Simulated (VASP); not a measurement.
# HfB (Fm-3m) in VASP: a series of runs

The runs below take HfB through single point, with PBE.

Program: VASP 6.6.1. These are calculated values, not measurements. Logs are shortened: lines on timing, memory, paths and dates and some standing lists are left out, and cuts for length are marked.

**1. The cell of the first run**

The structure is cubic, space group Fm-3m (No. 225). Conventional cell: a = 3.785 Å, b = 3.785 Å, c = 3.785 Å, α = 90.00°, β = 90.00°, γ = 90.00°. Hf (site symmetry m-3m) has 6 B at 1.89 Å within 2.5 Å. Within 2.5 Å of B (site symmetry m-3m) lie 6 Hf at 1.89 Å.

**2. Single point, PBE**

File INCAR:

```
SYSTEM = HfB
PREC = Accurate
ENCUT = 520
EDIFF = 1E-7
ISMEAR = -1
SIGMA = 0.05
LREAL = .FALSE.
LASPH = .TRUE.
NELM = 100
ALGO = Normal
ISIF = 2
LWAVE = .FALSE.
LCHARG = .TRUE.
GGA = PE
LELF = .TRUE.
LVHAR = .TRUE.
NBANDS = 14
```

File KPOINTS:

```
regular mesh
0
G
  13 13 13
  0 0 0
```

File POSCAR:

```
HfB
1.0
    0.0000000000      1.8926321351      1.8926321351
    1.8926321351      0.0000000000      1.8926321351
    1.8926321351      1.8926321351      0.0000000000
Hf B
1 1
Direct
    0.5000000000      0.5000000000      0.5000000000
    0.0000000000      0.0000000000      0.0000000000
```

Potentials or basis: VASP PAW PBE potentials, release 64 (Hf_pv, B).

Command:

```
cat potpaw_PBE.64/Hf_pv/POTCAR potpaw_PBE.64/B/POTCAR > POTCAR
mpirun -np 1 vasp_std > vasp.out
```

OUTCAR:

```text
SYSTEM = HfB
   PREC = Accurate
   ENCUT = 520
   EDIFF = 1E-7
   ISMEAR = -1
   LREAL = .FALSE.
   LASPH = .TRUE.
   NELM = 100
   ISIF = 2
   GGA = PE

 ion  position               nearest neighbor table
   1  0.500  0.500  0.500-   2 1.89   2 1.89   2 1.89   2 1.89   2 1.89   2 1.89
   2  0.000  0.000  0.000-   1 1.89   1 1.89   1 1.89   1 1.89   1 1.89   1 1.89

  LATTYP: Found a face centered cubic cell.
 ALAT       =     3.7852642702

  Lattice vectors:

 A1 = (   0.0000000000,   1.8926321351,   1.8926321351)
 A2 = (   1.8926321351,   0.0000000000,   1.8926321351)
 A3 = (   1.8926321351,   1.8926321351,   0.0000000000)

Analysis of symmetry for initial positions (statically):
=====================================================================
 Subroutine PRICEL returns:
 Original cell was already a primitive cell.

 Routine SETGRP: Setting up the symmetry group for a
 face centered cubic supercell.

 Subroutine GETGRP returns: Found 48 space group operations
 (whereof 48 operations were pure point group operations)
 out of a pool of 48 trial point group operations.

The static configuration has the point symmetry O_h .

Analysis of symmetry for dynamics (positions and initial velocities):
=====================================================================
 Subroutine PRICEL returns:
 Original cell was already a primitive cell.

 Routine SETGRP: Setting up the symmetry group for a
 face centered cubic supercell.

 Subroutine GETGRP returns: Found 48 space group operations
 (whereof 48 operations were pure point group operations)
 out of a pool of 48 trial point group operations.

The dynamic configuration has the point symmetry O_h .

 Subroutine INISYM returns: Found 48 space group operations
 (whereof 48 operations are pure point group operations),
 and found     1 'primitive' translations

----------------------------------------------------------------------------------------

                                     Primitive cell

  volume of cell :      13.5590

  direct lattice vectors                    reciprocal lattice vectors
     0.000000000  1.892632135  1.892632135    -0.264182347  0.264182347  0.264182347
     1.892632135  0.000000000  1.892632135     0.264182347 -0.264182347  0.264182347
     1.892632135  1.892632135  0.000000000     0.264182347  0.264182347 -0.264182347

  length of vectors
     2.676586034  2.676586034  2.676586034     0.457577248  0.457577248  0.457577248

  position of ions in fractional coordinates (direct lattice)
     0.500000000  0.500000000  0.500000000
     0.000000000  0.000000000  0.000000000

  ion indices of the primitive-cell ions
[... 75 lines left out ...]
   EDIFF  = 0.1E-06   stopping-criterion for ELM
   LREAL  =      F    real-space projection
   EDIFFG = 0.1E-05   stopping-criterion for IOM
   NSW    =      0    number of steps for IOM
   IBRION =     -1    ionic relax: 0-MD 1-quasi-New 2-CG
   NFREE  =      0    steps in history (QN), initial steepest desc. (CG)
   ISIF   =      2    stress and relaxation
   ISYM   =      2    0-nonsym 1-usesym 2-fastsym
   POTIM  = 0.5000    time-step for ionic-motion
   TEBEG  =    0.0;   TEEND  =   0.0 temperature during run
   PSTRESS=    0.0 pullay stress
   NELECT =      13.0000    total number of electrons
   NUPDOWN=      -1.0000    fix difference up-down
   EMIN   =  10.00;   EMAX   =-10.00  energy-range for DOS
   EFERMI =   0.00;   METHOD = LEGACY
   ISMEAR =    -1;   SIGMA  =   0.05  broadening in eV -4-tet -1-fermi 0-gaus
   EFERMI_NEDOS =   21; number of points for ismear=-14 and -15
   IALGO  =     38    algorithm
   IMIX   =      4    mixing-type and parameters
     AMIX     =   0.40;   BMIX     =  1.00
     AMIX_MAG =   1.60;   BMIX_MAG =  1.00
  volume/ion in A,a.u.               =       6.78        45.75
  Fermi-wavevector in a.u.,A,eV,Ry     =   1.614283  3.050553 35.455564  2.605910
  Thomas-Fermi vector in A             =   2.709217
   LORBIT       =      0    0 simple, 1 ext, 2 COOP (PROOUT), +10 PAW based schemes
   GGA     = PE    functional components
[... 5 lines left out ...]
 non-spin polarized calculation
  energy-cutoff  :      520.00
  volume of cell :       13.56
 maximum number of plane-waves:       373
   NGX =  9   NGY =  9   NGZ =  9

 number of electron      13.0000000 magnetization

 Free energy of the ion-electron system (eV)
  ---------------------------------------------------
  ext. energy  EPLUGINS =         0.00000000
  ---------------------------------------------------
  free energy    TOTEN  =        -5.24525788 eV

  energy without entropy =       -5.23781592  energy(sigma->0) =       -5.24153690

 E-fermi :  11.0605     XC(G=0): -15.4561

 val. band max:       11.0315931128   @ k =  -0.3846   0.3077   0.0000
 cond. band min:      11.0736047594   @ k =  -0.3846   0.0769   0.0000
 fundamental gap:      0.0420116467
 Fermi energy:        11.0604901322

 k-point     1 :       0.0000    0.0000    0.0000
  band No.  band energies     occupation
      1     -15.5114      2.00000
      2     -15.5114      2.00000
      3     -15.5114      2.00000
      4      -0.3315      2.00000
      5      12.0792      0.00000
      6      12.0792      0.00000
      7      12.0792      0.00000
      8      15.9938      0.00000
      9      15.9938      0.00000
     10      15.9938      0.00000
     11      16.4288      0.00000
     12      16.4288      0.00000
     13      24.0057      0.00000
     14      28.1533      0.00000
[... 377 lines left out ...]
      1     -19.5128      2.00000
      2     -16.5755      2.00000
      3     -16.2456      2.00000
      4       3.9271      2.00000
      5       5.7558      2.00000
      6       8.3151      2.00000
      7      10.8749      1.95227
      8      16.6692      0.00000
      9      21.6178      0.00000
     10      23.2343      0.00000
     11      26.3410      0.00000
     12      28.1593      0.00000
     13      29.5200      0.00000
     14      33.8310      0.00000

 [... further k-points ...]
[... 5 lines left out ...]
  --------------------------------------------------------------------------------------
  -------------------------------------------------------------------------------------
  Total       37.6084723     37.6084723     37.6084723     -0.0000000      0.0000000     -0.0000000
  in kB     4443.9345113   4443.9345113   4443.9345113     -0.0000000      0.0000000     -0.0000000
  external PRESSURE =    4443.9345113 kB  Pullay stress =       0.0000000 kB

 VOLUME and BASIS-vectors are now :
 -----------------------------------------------------------------------------
  energy-cutoff  :      520.00
  volume of cell :       13.56
      direct lattice vectors                 reciprocal lattice vectors
     0.000000000  1.892632135  1.892632135    -0.264182347  0.264182347  0.264182347
     1.892632135  0.000000000  1.892632135     0.264182347 -0.264182347  0.264182347
     1.892632135  1.892632135  0.000000000     0.264182347  0.264182347 -0.264182347

 POSITION                                       TOTAL-FORCE (eV/Angst)
 -----------------------------------------------------------------------------------
      1.89263      1.89263      1.89263         0.000000      0.000000      0.000000
      0.00000      0.00000      0.00000        -0.000000     -0.000000     -0.000000
 -----------------------------------------------------------------------------------
    total drift:                                0.000000      0.000000      0.000000

  FREE ENERGIE OF THE ION-ELECTRON SYSTEM (eV)
  ---------------------------------------------------
  free  energy   TOTEN  =        -5.2452578835 eV

  energy  without entropy=       -5.2378159217  energy(sigma->0) =       -5.24153690
```

stdout:

```text
POSCAR found type information on POSCAR HfB
 POSCAR found :  2 types and       2 ions
 scaLAPACK will be used
 LDA part: xc-table for (Slater+PW92), standard interpolation
 POSCAR, INCAR and KPOINTS ok, starting setup
 FFT: planning ... GRIDC
 FFT: planning ... GRID_SOFT
 FFT: planning ... GRID
 WAVECAR not read
 entering main loop
```

Run time: 14 s. Hardware: 1 thread of Intel Xeon 8259CL, shared host; peak memory 0.14 GiB.

The run converged, but its numbers aren't listed here, since they failed a check.

Caveat: spin-orbit coupling is left out, which moves the levels of the heavy elements.

**3. Single point, PBE**

File INCAR:

```
PREC = Accurate
ENCUT = 520
EDIFF = 1E-6
ISMEAR = -1
SIGMA = 0.05
LREAL = False
LASPH = True
NELM = 60
ALGO = Normal
ISIF = 2
LWAVE = False
LCHARG = True
GGA = PE
LELF = True
LVHAR = True
NBANDS = 14
```

File KPOINTS:

```
regular mesh
0
Gamma
  13 13 13
```

POSCAR is that of step 2.

Potentials or basis: VASP PAW PBE potentials, release 64 (Hf_pv, B).

Command:

```
cat potpaw_PBE.64/Hf_pv/POTCAR potpaw_PBE.64/B/POTCAR > POTCAR
mpirun -np 1 vasp_std > vasp.out
```

OUTCAR:

```text
PREC = Accurate
   ENCUT = 520
   EDIFF = 1E-6
   ISMEAR = -1
   LREAL = False
   LASPH = True
   NELM = 60
   ISIF = 2
   GGA = PE

 ion  position               nearest neighbor table
   1  0.500  0.500  0.500-   2 1.89   2 1.89   2 1.89   2 1.89   2 1.89   2 1.89
   2  0.000  0.000  0.000-   1 1.89   1 1.89   1 1.89   1 1.89   1 1.89   1 1.89

  LATTYP: Found a face centered cubic cell.
 ALAT       =     3.7852642702

  Lattice vectors:

 A1 = (   0.0000000000,   1.8926321351,   1.8926321351)
 A2 = (   1.8926321351,   0.0000000000,   1.8926321351)
[... 584 lines left out ...]
     10      23.2341      0.00000
     11      26.3410      0.00000
     12      28.1588      0.00000
     13      29.5196      0.00000
     14      33.8308      0.00000

 [... further k-points ...]
[... 5 lines left out ...]
  --------------------------------------------------------------------------------------
  -------------------------------------------------------------------------------------
  Total       37.6113336     37.6113336     37.6113336      0.0000000      0.0000000      0.0000000
  in kB     4444.2726071   4444.2726071   4444.2726071      0.0000000      0.0000000      0.0000000
  external PRESSURE =    4444.2726071 kB  Pullay stress =       0.0000000 kB

 VOLUME and BASIS-vectors are now :
 -----------------------------------------------------------------------------
  energy-cutoff  :      520.00
  volume of cell :       13.56
      direct lattice vectors                 reciprocal lattice vectors
     0.000000000  1.892632135  1.892632135    -0.264182347  0.264182347  0.264182347
     1.892632135  0.000000000  1.892632135     0.264182347 -0.264182347  0.264182347
     1.892632135  1.892632135  0.000000000     0.264182347  0.264182347 -0.264182347

 POSITION                                       TOTAL-FORCE (eV/Angst)
 -----------------------------------------------------------------------------------
      1.89263      1.89263      1.89263         0.000000      0.000000      0.000000
      0.00000      0.00000      0.00000        -0.000000     -0.000000     -0.000000
 -----------------------------------------------------------------------------------
    total drift:                                0.000000      0.000000      0.000000

  FREE ENERGIE OF THE ION-ELECTRON SYSTEM (eV)
  ---------------------------------------------------
  free  energy   TOTEN  =        -5.2452583502 eV

  energy  without entropy=       -5.2378129863  energy(sigma->0) =       -5.24153567
```

OSZICAR:

```text
N       E                     dE             d eps       ncg     rms          rms(c)
DAV:   1     0.418636506622E+02    0.41864E+02   -0.73691E+03  2368   0.944E+02
DAV:   2    -0.615256694872E+01   -0.48016E+02   -0.45941E+02  2928   0.227E+02
DAV:   3    -0.694792933424E+01   -0.79536E+00   -0.79268E+00  2754   0.211E+01
DAV:   4    -0.694859218956E+01   -0.66286E-03   -0.66283E-03  2760   0.748E-01
DAV:   5    -0.694859276951E+01   -0.57995E-06   -0.57942E-06  2838   0.208E-02    0.141E+02
DAV:   6    -0.546450847634E+01    0.14841E+01   -0.17910E+00  2766   0.987E+00    0.839E+01
DAV:   7    -0.528898344210E+01    0.17553E+00   -0.88199E-01  2868   0.677E+00    0.712E+00
DAV:   8    -0.524539425997E+01    0.43589E-01   -0.10593E-01  2640   0.260E+00    0.375E-01
DAV:   9    -0.524528893206E+01    0.10533E-03   -0.29041E-03  2886   0.458E-01    0.151E-01
DAV:  10    -0.524525751129E+01    0.31421E-04   -0.73080E-05  2664   0.748E-02    0.147E-01
DAV:  11    -0.524525835020E+01   -0.83891E-06   -0.87321E-06  2754   0.243E-02
   1 F= -.52452584E+01 E0= -.52415357E+01  d E =-.744536E-02
```

stdout:

```text
POSCAR found type information on POSCAR HfB
 POSCAR found :  2 types and       2 ions
 scaLAPACK will be used
 LDA part: xc-table for (Slater+PW92), standard interpolation
 POSCAR, INCAR and KPOINTS ok, starting setup
 FFT: planning ... GRIDC
 FFT: planning ... GRID_SOFT
 FFT: planning ... GRID
 WAVECAR not read
 entering main loop
```

It took 12 s on 1 thread of Intel Xeon 8259CL, shared host; peak memory 0.14 GiB.

The run converged, but its numbers aren't listed here, since they failed a check.

Caveat: spin-orbit coupling is left out, which moves the levels of the heavy elements.

**4. Single point, PBE**

This run uses another cell than the first one, of 7.40 Å³/atom, 1.091 times its volume.

File INCAR:

```
PREC = Accurate
ENCUT = 520
EDIFF = 1E-6
ISMEAR = -1
SIGMA = 0.05
LREAL = F
LASPH = T
NELM = 100
ALGO = Normal
ISIF = 2
LWAVE = F
LCHARG = F
GGA = PE
NBANDS = 14
```

File KPOINTS:

```
Automatic mesh
0
Gamma
  13 13 13
```

File POSCAR:

```
HfB
1.0
    0.0000000000      1.9483294568      1.9483294568
    1.9483294568      0.0000000000      1.9483294568
    1.9483294568      1.9483294568      0.0000000000
Hf B
1 1
Direct
    0.5000000000      0.5000000000      0.5000000000
    0.0000000000      0.0000000000      0.0000000000
```

Potentials or basis: VASP PAW PBE potentials, release 64 (Hf_pv, B).

Command:

```
cat potpaw_PBE.64/Hf_pv/POTCAR potpaw_PBE.64/B/POTCAR > POTCAR
mpirun -np 1 vasp_std > vasp.out
```

OUTCAR:

```text
PREC = Accurate
   ENCUT = 520
   EDIFF = 1E-6
   ISMEAR = -1
   LREAL = F
   LASPH = T
   NELM = 100
   ISIF = 2
   GGA = PE

 ion  position               nearest neighbor table
   1  0.500  0.500  0.500-   2 1.95   2 1.95   2 1.95   2 1.95   2 1.95   2 1.95
   2  0.000  0.000  0.000-   1 1.95   1 1.95   1 1.95   1 1.95   1 1.95   1 1.95

  LATTYP: Found a face centered cubic cell.
 ALAT       =     3.8966589136

  Lattice vectors:

 A1 = (   0.0000000000,   1.9483294568,   1.9483294568)
 A2 = (   1.9483294568,   0.0000000000,   1.9483294568)
 A3 = (   1.9483294568,   1.9483294568,   0.0000000000)

Analysis of symmetry for initial positions (statically):
=====================================================================
 Subroutine PRICEL returns:
 Original cell was already a primitive cell.

 Routine SETGRP: Setting up the symmetry group for a
 face centered cubic supercell.

 Subroutine GETGRP returns: Found 48 space group operations
 (whereof 48 operations were pure point group operations)
 out of a pool of 48 trial point group operations.

The static configuration has the point symmetry O_h .

[... 165 lines left out ...]

 k-point     1 :       0.0000    0.0000    0.0000
  band No.  band energies     occupation
      1     -16.6784      2.00000
      2     -16.6784      2.00000
      3     -16.6784      2.00000
      4      -1.3129      2.00000
      5      11.3571      0.00000
      6      11.3571      0.00000
      7      11.3571      0.00000
      8      14.8037      0.00000
      9      14.8037      0.00000
     10      14.8037      0.00000
     11      15.2830      0.00000
     12      15.2830      0.00000
     13      22.8129      0.00000
     14      27.0466      0.00000
[... 377 lines left out ...]
      1     -19.8862      2.00000
      2     -17.5114      2.00000
      3     -17.2609      2.00000
      4       3.2382      2.00000
      5       5.1302      2.00000
      6       7.6949      2.00000
      7       9.2981      1.99892
      8      15.3935      0.00000
      9      19.9922      0.00000
     10      21.4397      0.00000
     11      24.5363      0.00000
     12      27.0476      0.00000
     13      27.2248      0.00000
     14      31.6997      0.00000

 [... further k-points ...]
[... 5 lines left out ...]
  --------------------------------------------------------------------------------------
  -------------------------------------------------------------------------------------
  Total       32.3473254     32.3473254     32.3473254     -0.0000000     -0.0000000      0.0000000
  in kB     3503.7392123   3503.7392123   3503.7392123     -0.0000000     -0.0000000      0.0000000
  external PRESSURE =    3503.7392123 kB  Pullay stress =       0.0000000 kB

 VOLUME and BASIS-vectors are now :
 -----------------------------------------------------------------------------
  energy-cutoff  :      520.00
  volume of cell :       14.79
      direct lattice vectors                 reciprocal lattice vectors
     0.000000000  1.948329457  1.948329457    -0.256630109  0.256630109  0.256630109
     1.948329457  0.000000000  1.948329457     0.256630109 -0.256630109  0.256630109
     1.948329457  1.948329457  0.000000000     0.256630109  0.256630109 -0.256630109

 POSITION                                       TOTAL-FORCE (eV/Angst)
 -----------------------------------------------------------------------------------
      1.94833      1.94833      1.94833         0.000000     -0.000000     -0.000000
      0.00000      0.00000      0.00000        -0.000000      0.000000      0.000000
 -----------------------------------------------------------------------------------
    total drift:                                0.000000      0.000000      0.000000

  FREE ENERGIE OF THE ION-ELECTRON SYSTEM (eV)
  ---------------------------------------------------
  free  energy   TOTEN  =        -8.2726694401 eV

  energy  without entropy=       -8.2618965409  energy(sigma->0) =       -8.26728299
```

OSZICAR:

```text
N       E                     dE             d eps       ncg     rms          rms(c)
DAV:   1     0.373244144563E+02    0.37324E+02   -0.74991E+03  2376   0.942E+02
DAV:   2    -0.901657326048E+01   -0.46341E+02   -0.44002E+02  2948   0.219E+02
DAV:   3    -0.991203045012E+01   -0.89546E+00   -0.89027E+00  2856   0.219E+01
DAV:   4    -0.991300720999E+01   -0.97676E-03   -0.97673E-03  2736   0.874E-01
DAV:   5    -0.991300827204E+01   -0.10621E-05   -0.10626E-05  2808   0.274E-02    0.130E+02
DAV:   6    -0.846021437884E+01    0.14528E+01   -0.19493E+00  2856   0.977E+00    0.800E+01
DAV:   7    -0.832997808789E+01    0.13024E+00   -0.97699E-01  2844   0.673E+00    0.653E+00
DAV:   8    -0.827247479027E+01    0.57503E-01   -0.14956E-01  2682   0.290E+00    0.298E-01
DAV:   9    -0.827269468932E+01   -0.21990E-03   -0.35254E-03  2850   0.492E-01    0.167E-01
DAV:  10    -0.827267305409E+01    0.21635E-04   -0.99636E-05  2640   0.854E-02    0.192E-01
DAV:  11    -0.827266931581E+01    0.37383E-05   -0.16598E-05  2724   0.313E-02    0.334E-02
DAV:  12    -0.827266944015E+01   -0.12433E-06   -0.90752E-07  1434   0.821E-03
   1 F= -.82726694E+01 E0= -.82672830E+01  d E =-.107729E-01
```

It took 13 s on 1 thread of Intel Xeon 8259CL, shared host; peak memory 0.14 GiB.

What came out:

- Free energy: -8.2727 eV
- Pressure: 350.4 GPa

Levels at points of the mesh, in eV from the Fermi level:
| k point | band 4 | band 5 | band 6 | band 7 | band 8 | band 9 | band 10 | band 11 |
| --- | --- | --- | --- | --- | --- | --- | --- | --- |
| (0.00, 0.00, 0.00) | -10.99 | 1.68 | 1.68 | 1.68 | 5.13 | 5.13 | 5.13 | 5.61 |

Caveat: spin-orbit coupling is left out, which moves the levels of the heavy elements.

(Part 1 of 2 ends here.)
